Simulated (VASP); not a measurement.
# O (P4/mmm) in VASP: further runs

The runs below take O through single point, with r2SCAN.

Program: VASP 6.6.1. These are calculated values, not measurements. Logs are shortened: lines on timing, memory, paths and dates and some standing lists are left out, and cuts for length are marked.

## 1. The cell of the first run

The structure is tetragonal, space group P4/mmm (No. 123). The conventional cell has a = 1.776 Å, b = 1.776 Å, c = 3.053 Å, α = 90.00°, β = 90.00°, γ = 90.00°. O (site symmetry 4/mmm) has 4 O at 1.78 Å within 2.4 Å.

## 2. Single point, r2SCAN

Input file POSCAR:

```
O
1.0
    1.7755910000      0.0000000000      0.0000000000
    0.0000000000      1.7755910000      0.0000000000
    0.0000000000      0.0000000000      3.0530510000
O
1
Direct
    0.0000000000      0.0000000000      0.0000000000
```

Input file INCAR.step1:

```
SYSTEM = O
ALGO     = Normal         ! electronic algorithm
EDIFF    = 1E-4           ! SCF threshold, eV
ENCUT    = 520            ! plane-wave cutoff, eV
GGA      = PE             ! functional
ISMEAR   = -1             ! smearing method
LASPH    = .True.         ! aspherical terms in the spheres
LCHARG   = .False.        ! write CHGCAR
LREAL    = .False.        ! projectors in reciprocal space
LWAVE    = .True.         ! write WAVECAR
NBANDS   = 9              ! bands
NELM     = 100            ! most SCF steps
PREC     = Accurate       ! precision mode
SIGMA    = 0.1            ! smearing width, eV
```

Input file INCAR.step2:

```
SYSTEM = O
ALGO     = Normal         ! electronic algorithm
EDIFF    = 1E-7           ! SCF threshold, eV
ENCUT    = 520            ! plane-wave cutoff, eV
ISIF     = 2              ! what is computed and relaxed
ISMEAR   = -1             ! smearing method
ISTART   = 1            
LASPH    = .True.         ! aspherical terms in the spheres
LCHARG   = .True.         ! write CHGCAR
LELF     = .True.         ! ELF
LMIXTAU  = .True.       
LREAL    = .False.        ! projectors in reciprocal space
LVHAR    = .True.       
LWAVE    = .False.        ! write WAVECAR
METAGGA  = R2SCAN         ! meta-GGA
NBANDS   = 9              ! bands
NELM     = 100            ! most SCF steps
PREC     = Accurate       ! precision mode
SIGMA    = 0.1            ! smearing width, eV
```

Input file KPOINTS:

```
k-points
0
Gamma
  4 4 3
  0 0 0
```

Potentials or basis: VASP PAW PBE potentials, release 64 (O).

The run is started by

```console
$ cat potpaw_PBE.64/O/POTCAR > POTCAR
$ cp INCAR.step1 INCAR
$ mpirun -np 1 vasp_std > vasp.out
$ cp INCAR.step2 INCAR
$ mpirun -np 1 vasp_std > vasp.out
```

OUTCAR:

```text
SYSTEM = O
   EDIFF = 1E-7
   ENCUT = 520
   ISIF = 2
   ISMEAR = -1
   ISTART = 1
   LASPH = .True.
   LREAL = .False.
   METAGGA = R2SCAN
   NELM = 100
   PREC = Accurate

 ion  position               nearest neighbor table
   1  0.000  0.000  0.000-

  LATTYP: Found a simple tetragonal cell.
 ALAT       =     1.7755910000
 C/A-ratio  =     1.7194562261

  Lattice vectors:

 A1 = (   1.7755910000,   0.0000000000,   0.0000000000)
 A2 = (   0.0000000000,   1.7755910000,   0.0000000000)
 A3 = (   0.0000000000,   0.0000000000,   3.0530510000)

Analysis of symmetry for initial positions (statically):
=====================================================================
 Subroutine PRICEL returns:
 Original cell was already a primitive cell.

 Routine SETGRP: Setting up the symmetry group for a
 simple tetragonal supercell.

 Subroutine GETGRP returns: Found 16 space group operations
 (whereof 16 operations were pure point group operations)
 out of a pool of 16 trial point group operations.

The static configuration has the point symmetry D_4h.

Analysis of symmetry for dynamics (positions and initial velocities):
=====================================================================
 Subroutine PRICEL returns:
 Original cell was already a primitive cell.

 Routine SETGRP: Setting up the symmetry group for a
 simple tetragonal supercell.

 Subroutine GETGRP returns: Found 16 space group operations
 (whereof 16 operations were pure point group operations)
 out of a pool of 16 trial point group operations.

The dynamic configuration has the point symmetry D_4h.

 Subroutine INISYM returns: Found 16 space group operations
 (whereof 16 operations are pure point group operations),
 and found     1 'primitive' translations

----------------------------------------------------------------------------------------

                                     Primitive cell

  volume of cell :       9.6254

  direct lattice vectors                    reciprocal lattice vectors
     1.775591000  0.000000000  0.000000000     0.563192762  0.000000000  0.000000000
     0.000000000  1.775591000  0.000000000     0.000000000  0.563192762  0.000000000
     0.000000000  0.000000000  3.053051000     0.000000000  0.000000000  0.327541204

  length of vectors
     1.775591000  1.775591000  3.053051000     0.563192762  0.563192762  0.327541204

  position of ions in fractional coordinates (direct lattice)
     0.000000000  0.000000000  0.000000000

  ion indices of the primitive-cell ions
   primitive index   ion index
                 1           1

----------------------------------------------------------------------------------------

 KPOINTS: k-points

Automatic generation of k-mesh.
 Grid dimensions read from file:
 generate k-points for:    4    4    3

 Generating k-lattice:

  Cartesian coordinates                     Fractional coordinates (reciprocal lattice)
     0.140798191  0.000000000  0.000000000     0.250000000  0.000000000  0.000000000
     0.000000000  0.140798191  0.000000000     0.000000000  0.250000000  0.000000000
     0.000000000  0.000000000  0.109180401     0.000000000  0.000000000  0.333333333

  Length of vectors
     0.140798191  0.140798191  0.109180401

  Shift w.r.t. Gamma in fractional coordinates (k-lattice)
     0.000000000  0.000000000  0.000000000

 Subroutine IBZKPT returns following result:
 ===========================================

 Found     12 irreducible k-points:

 Following reciprocal coordinates:
            Coordinates               Weight
  0.000000  0.000000  0.000000      1.000000
  0.250000  0.000000  0.000000      4.000000
  0.500000  0.000000  0.000000      2.000000
  0.250000  0.250000  0.000000      4.000000
  0.500000  0.250000  0.000000      4.000000
  0.500000  0.500000  0.000000      1.000000
  0.000000  0.000000  0.333333      2.000000
  0.250000  0.000000  0.333333      8.000000
  0.500000  0.000000  0.333333      4.000000
  0.250000  0.250000  0.333333      8.000000
  0.500000  0.250000  0.333333      8.000000
[... 42 lines left out ...]

 E-fermi :  -0.2621     XC(G=0): -11.0686

 val. band max:       -0.3324904674   @ k =   0.2500   0.2500   0.3333
 cond. band min:       0.1037705886   @ k =   0.5000   0.2500   0.0000
 fundamental gap:      0.4362610560
 Fermi energy:        -0.2620773236

 k-point     1 :       0.0000    0.0000    0.0000
  band No.  band energies     occupation
      1     -23.7790      2.00000
      2      -4.6328      2.00000
      3       4.4846      0.00000
      4       4.4846      0.00000
      5       9.1317      0.00000
      6      29.6510      0.00000
      7      31.7900      0.00000
      8      35.9259      0.00000
      9      53.8329      0.00000

 k-point     2 :       0.2500    0.0000    0.0000
  band No.  band energies     occupation
      1     -21.6770      2.00000
      2      -3.0720      2.00000
      3      -2.1521      2.00000
      4       5.2326      0.00000
      5      11.9798      0.00000
      6      27.1555      0.00000
      7      31.7711      0.00000
      8      36.4995      0.00000
      9      43.3536      0.00000

 k-point     3 :       0.5000    0.0000    0.0000
  band No.  band energies     occupation
      1     -18.0044      2.00000
      2      -9.0856      2.00000
      3      -1.0964      1.99952
      4       6.0459      0.00000
      5      20.0877      0.00000
      6      20.5050      0.00000
      7      22.9487      0.00000
      8      40.2406      0.00000
      9      41.4447      0.00000

 k-point     4 :       0.2500    0.2500    0.0000
  band No.  band energies     occupation
      1     -19.6360      2.00000
      2      -1.6462      2.00000
      3      -1.3340      1.99996
      4      -0.3975      1.58978
      5      14.7069      0.00000
      6      27.6311      0.00000
      7      30.0582      0.00000
      8      36.2978      0.00000
      9      38.8706      0.00000
[... 61 lines left out ...]
 k-point    10 :       0.2500    0.2500    0.3333
  band No.  band energies     occupation
      1     -19.5127      2.00000
      2      -2.5351      2.00000
      3      -1.2896      1.99993
      4      -0.3325      1.33821
      5      16.0778      0.00000
      6      27.8716      0.00000
      7      31.9642      0.00000
      8      32.6798      0.00000
      9      39.9867      0.00000

 k-point    11 :       0.5000    0.2500    0.3333
  band No.  band energies     occupation
      1     -15.9971      2.00000
      2      -7.3582      2.00000
      3      -0.3982      1.59184
      4       0.7390      0.00009
      5      18.6685      0.00000
      6      24.7839      0.00000
      7      25.7747      0.00000
      8      37.8110      0.00000
      9      37.8471      0.00000

 k-point    12 :       0.5000    0.5000    0.3333
  band No.  band energies     occupation
      1     -12.5855      2.00000
      2      -5.3097      2.00000
      3      -5.3097      2.00000
      4       1.2016      0.00000
      5      19.3038      0.00000
      6      26.6712      0.00000
      7      26.6712      0.00000
      8      29.7434      0.00000
      9      34.2420      0.00000

------------------------ aborting loop because EDIFF is reached ----------------------------------------

  FORCE on cell =-STRESS in cart. coord.  units (eV):
  Direction    XX          YY          ZZ          XY          YZ          ZX
  --------------------------------------------------------------------------------------
  -------------------------------------------------------------------------------------
  Total        0.8870405      0.8870405     -0.1872190      0.0000000     -0.0000000      0.0000000
  in kB      147.6502278    147.6502278    -31.1630924      0.0000000     -0.0000000      0.0000000
  external PRESSURE =      88.0457877 kB  Pullay stress =       0.0000000 kB

 VOLUME and BASIS-vectors are now :
 -----------------------------------------------------------------------------
  energy-cutoff  :      520.00
  volume of cell :        9.63
      direct lattice vectors                 reciprocal lattice vectors
     1.775591000  0.000000000  0.000000000     0.563192762  0.000000000  0.000000000
     0.000000000  1.775591000  0.000000000     0.000000000  0.563192762  0.000000000
     0.000000000  0.000000000  3.053051000     0.000000000  0.000000000  0.327541204

 POSITION                                       TOTAL-FORCE (eV/Angst)
 -----------------------------------------------------------------------------------
      0.00000      0.00000      0.00000         0.000000      0.000000      0.000000
 -----------------------------------------------------------------------------------
    total drift:                               -0.000000      0.000000     -0.000000

  FREE ENERGIE OF THE ION-ELECTRON SYSTEM (eV)
  ---------------------------------------------------
  free  energy   TOTEN  =        -3.5475645214 eV

  energy  without entropy=       -3.4990609256  energy(sigma->0) =       -3.52331272
```

It took 6.4 s on 1 thread of AMD EPYC 7R13 (Zen 3), shared host; peak memory 0.08 GiB.

Results:

* Free energy: -3.5476 eV
* Pressure: 8.8 GPa
* Band gap on the k mesh: zero (band 3 reaches 4.50 eV, above the bottom of band 4 at -0.40 eV)

Caveat: the k points lie up to 0.88 Å⁻¹ apart; the PAW data sets were made with another functional, which shifts forces and pressure a little.

## 3. Single point, r2SCAN

POSCAR is that of step 2.

Input file INCAR.step1:

```
SYSTEM = O
PREC     = Accurate       ! precision mode
ENCUT    = 520            ! plane-wave cutoff, eV
ISMEAR   = -1             ! smearing method
SIGMA    = 0.1            ! smearing width, eV
LREAL    = .False.        ! projectors in reciprocal space
LASPH    = .True.         ! aspherical terms in the spheres
NELM     = 60             ! most SCF steps
NBANDS   = 9              ! bands
GGA      = PE             ! functional
ALGO     = Normal         ! electronic algorithm
EDIFF    = 1E-4           ! SCF threshold, eV
LWAVE    = .True.         ! write WAVECAR
LCHARG   = .False.        ! write CHGCAR
```

Input file INCAR.step2:

```
SYSTEM = O
PREC     = Accurate       ! precision mode
ENCUT    = 520            ! plane-wave cutoff, eV
EDIFF    = 1E-6           ! SCF threshold, eV
ISMEAR   = -1             ! smearing method
SIGMA    = 0.1            ! smearing width, eV
LREAL    = .False.        ! projectors in reciprocal space
LASPH    = .True.         ! aspherical terms in the spheres
NELM     = 60             ! most SCF steps
ALGO     = Normal         ! electronic algorithm
ISIF     = 2              ! what is computed and relaxed
LWAVE    = .False.        ! write WAVECAR
LCHARG   = .True.         ! write CHGCAR
METAGGA  = R2SCAN         ! meta-GGA
LMIXTAU  = .True.       
LELF     = .True.         ! ELF
LVHAR    = .True.       
NBANDS   = 9              ! bands
ISTART   = 1
```

Input file KPOINTS:

```
Automatic mesh
0
Gamma
  6 6 3
  0 0 0
```

Potentials or basis: VASP PAW PBE potentials, release 64 (O).

The run is started by

```console
$ cat potpaw_PBE.64/O/POTCAR > POTCAR
$ cp INCAR.step1 INCAR
$ mpirun -np 1 vasp_std > vasp.out
$ cp INCAR.step2 INCAR
$ mpirun -np 1 vasp_std > vasp.out
```

It took 8.1 s on 1 thread of AMD EPYC 7R13 (Zen 3), shared host; peak memory 0.08 GiB.

The run converged. Its results:

| Quantity | Value |
| --- | --- |
| Free energy | -4.1814 eV |
| Pressure | -2.3 GPa |
| Band gap on the k mesh | zero (band 3 reaches 4.24 eV, above the bottom of band 4 at -0.66 eV) |

Stress tensor (GPa, compression positive):
```
-3.60  0.00  0.00
 0.00 -3.60  0.00
 0.00  0.00  0.34
```

Levels at points of the mesh, in eV from the Fermi level:
```
           k point  band 1  band 2  band 3  band 4  band 5  band 6
(0.00, 0.00, 0.00)  -24.74   -5.37    3.50    3.50    8.61   28.91
(0.50, 0.00, 0.00)  -18.92  -10.14   -1.84    5.07   19.53   20.02
(0.50, 0.50, 0.00)  -13.52   -6.42   -6.42    0.76   17.43   31.13
```

Caveat: the k points lie up to 0.69 Å⁻¹ apart; the PAW data sets were made with another functional, which shifts forces and pressure a little.

## 4. Single point, r2SCAN

POSCAR is that of step 3.

Input file INCAR.step1:

```
SYSTEM = O
PREC = Accurate ; ENCUT = 520
ISMEAR = -1 ; SIGMA = 0.1
LREAL = .FALSE. ; LASPH = .TRUE.
NELM = 60 ; NBANDS = 9
GGA = PE ; ALGO = Normal
EDIFF = 1E-4 ; LWAVE = .TRUE.
LCHARG = .FALSE.
```

Input file INCAR.step2:

```
SYSTEM = O
PREC = Accurate ; ENCUT = 520
EDIFF = 1E-7 ; ISMEAR = -1
SIGMA = 0.1 ; LREAL = .FALSE.
LASPH = .TRUE. ; NELM = 60
ALGO = Normal ; ISIF = 2
LWAVE = .FALSE. ; LCHARG = .FALSE.
METAGGA = R2SCAN ; LMIXTAU = .TRUE.
NBANDS = 9 ; ISTART = 1
```

Input file KPOINTS:

```
Automatic mesh
0
G
  7 7 4
  0 0 0
```

The run is started by

```console
$ cat potpaw_PBE.64/O/POTCAR > POTCAR
$ cp INCAR.step1 INCAR
$ mpirun -np 1 vasp_std > vasp.out
$ cp INCAR.step2 INCAR
$ mpirun -np 1 vasp_std > vasp.out
```

Run time: 9.5 s. Hardware: 1 thread of AMD EPYC 7R13 (Zen 3), shared host; peak memory 0.08 GiB.

It converged, with:

```
Free energy            : -4.3013 eV
Pressure               : 1.6 GPa
Band gap on the k mesh : zero (band 3 reaches 4.42 eV, above the bottom of band 4 at -1.37 eV)
```

Stress tensor (GPa, compression positive):
```
 2.95  0.00  0.00
 0.00  2.95  0.00
 0.00  0.00 -1.17
```

Levels at points of the mesh, in eV from the Fermi level:
| k point | band 1 | band 2 | band 3 | band 4 | band 5 | band 6 | band 7 |
| --- | --- | --- | --- | --- | --- | --- | --- |
| (0.00, 0.00, 0.00) | -23.81 | -4.59 | 4.45 | 4.45 | 9.25 | 29.69 | 31.78 |
| (0.00, 0.00, 0.50) | -23.60 | -6.36 | 4.47 | 4.47 | 14.12 | 25.54 | 34.11 |

Caveat: the k points lie up to 0.51 Å⁻¹ apart; the PAW data sets were made with another functional, which shifts forces and pressure a little.

## 5. Single point, r2SCAN

POSCAR is that of step 4.

Input file INCAR.step1:

```
ALGO = Normal ; EDIFF = 1E-4
ENCUT = 520 ; GGA = PE
ISMEAR = -1 ; LASPH = True
LCHARG = False ; LREAL = False
LWAVE = True ; NBANDS = 9
NELM = 100 ; PREC = Accurate
SIGMA = 0.1
```

Input file INCAR.step2:

```
ALGO = Normal ; EDIFF = 1E-6
ENCUT = 520 ; ISIF = 2
ISMEAR = -1 ; ISTART = 1
LASPH = True ; LCHARG = True
LELF = True ; LMIXTAU = True
LREAL = False ; LVHAR = True
LWAVE = False ; METAGGA = R2SCAN
NBANDS = 9 ; NELM = 100
PREC = Accurate ; SIGMA = 0.1
```

Input file KPOINTS:

```
k-points
0
Gamma
  8 8 5
```

The run is started by

```console
$ cat potpaw_PBE.64/O/POTCAR > POTCAR
$ cp INCAR.step1 INCAR
$ mpirun -np 1 vasp_std > vasp.out
$ cp INCAR.step2 INCAR
$ mpirun -np 1 vasp_std > vasp.out
```

Run time: 13 s. Hardware: 1 thread of AMD EPYC 7R13 (Zen 3), shared host; peak memory 0.08 GiB.

It converged, with:

- Free energy: -4.1613 eV
- Pressure: 0.8 GPa
- Band gap on the k mesh: zero (band 3 reaches 4.37 eV, above the bottom of band 4 at -0.53 eV)

Stress tensor (GPa, compression positive):
```
1.07 0.00 0.00
0.00 1.07 0.00
0.00 0.00 0.14
```

Levels at points of the mesh, in eV from the Fermi level:
| k point | band 1 | band 2 | band 3 | band 4 | band 5 | band 6 | band 7 | band 8 |
| --- | --- | --- | --- | --- | --- | --- | --- | --- |
| (0.00, 0.00, 0.00) | -24.02 | -4.78 | 4.23 | 4.23 | 9.10 | 29.51 | 31.57 | 35.63 |
| (0.50, 0.00, 0.00) | -18.23 | -9.36 | -1.25 | 5.79 | 20.04 | 20.49 | 22.82 | 40.00 |
| (0.50, 0.50, 0.00) | -12.86 | -5.65 | -5.65 | 1.35 | 18.18 | 31.61 | 31.61 | 31.77 |

Caveat: the k points lie up to 0.44 Å⁻¹ apart; the PAW data sets were made with another functional, which shifts forces and pressure a little.

## 6. Single point, r2SCAN

POSCAR is that of step 5.

Input file INCAR.step1:

```
ALGO     = Normal         # electronic algorithm
EDIFF    = 1E-4           # SCF threshold, eV
ENCUT    = 520            # plane-wave cutoff, eV
GGA      = PE             # functional
ISMEAR   = -1             # smearing method
LASPH    = True           # aspherical terms in the spheres
LCHARG   = False          # write CHGCAR
LREAL    = False          # projectors in reciprocal space
LWAVE    = True           # write WAVECAR
NBANDS   = 9              # bands
NELM     = 100            # most SCF steps
PREC     = Accurate       # precision mode
SIGMA    = 0.1            # smearing width, eV
```

Input file INCAR.step2:

```
ALGO     = Normal         # electronic algorithm
EDIFF    = 1E-7           # SCF threshold, eV
ENCUT    = 520            # plane-wave cutoff, eV
ISIF     = 2              # what is computed and relaxed
ISMEAR   = -1             # smearing method
ISTART   = 1            
LASPH    = True           # aspherical terms in the spheres
LCHARG   = False          # write CHGCAR
LMIXTAU  = True         
LREAL    = False          # projectors in reciprocal space
LWAVE    = False          # write WAVECAR
METAGGA  = R2SCAN         # meta-GGA
NBANDS   = 9              # bands
NELM     = 100            # most SCF steps
PREC     = Accurate       # precision mode
SIGMA    = 0.1            # smearing width, eV
```

Input file KPOINTS:

```
k-points
0
Gamma
  11 11 6
```

Potentials or basis: VASP PAW PBE potentials, release 64 (O).

The run is started by

```console
$ cat potpaw_PBE.64/O/POTCAR > POTCAR
$ cp INCAR.step1 INCAR
$ mpirun -np 1 vasp_std > vasp.out
$ cp INCAR.step2 INCAR
$ mpirun -np 1 vasp_std > vasp.out
```

Run time: 20 s. Hardware: 1 thread of AMD EPYC 7R13 (Zen 3), shared host; peak memory 0.08 GiB.

Results (log left out):

```
Free energy            : -4.1657 eV
Pressure               : 1.5 GPa
Band gap on the k mesh : zero (band 3 reaches 4.36 eV, above the bottom of band 4 at -1.15 eV)
```

Stress tensor (GPa, compression positive):
```
1.96 0.00 0.00
0.00 1.96 0.00
0.00 0.00 0.55
```

Levels at points of the mesh, in eV from the Fermi level:
| k point | band 1 | band 2 | band 3 | band 4 | band 5 | band 6 | band 7 |
| --- | --- | --- | --- | --- | --- | --- | --- |
| (0.00, 0.00, 0.00) | -24.19 | -4.92 | 4.06 | 4.06 | 8.97 | 29.36 | 31.39 |
| (0.00, 0.00, 0.50) | -23.99 | -6.68 | 4.08 | 4.08 | 13.83 | 25.21 | 33.73 |

Caveat: the PAW data sets were made with another functional, which shifts forces and pressure a little.

## 7. The runs side by side

```csv
k mesh,gap on the mesh (eV),pressure (GPa)
4 × 4 × 3,none,8.8
6 × 6 × 3,none,-2.3
7 × 7 × 4,none,1.6
8 × 8 × 5,none,0.8
11 × 11 × 6,none,1.5
```

Alike in all rows: task single point; level r2SCAN; potentials or basis VASP PAW PBE potentials, release 64 (O); no spin polarisation; cell as given; cutoff (eV) 520; smearing fermi-dirac 0.1 eV.

Caveats: some runs use coarse meshes; the PAW data sets were made with another functional, which shifts forces and pressure a little.

Total energies depend on the potentials used, so only differences within one code and one set of settings carry meaning.
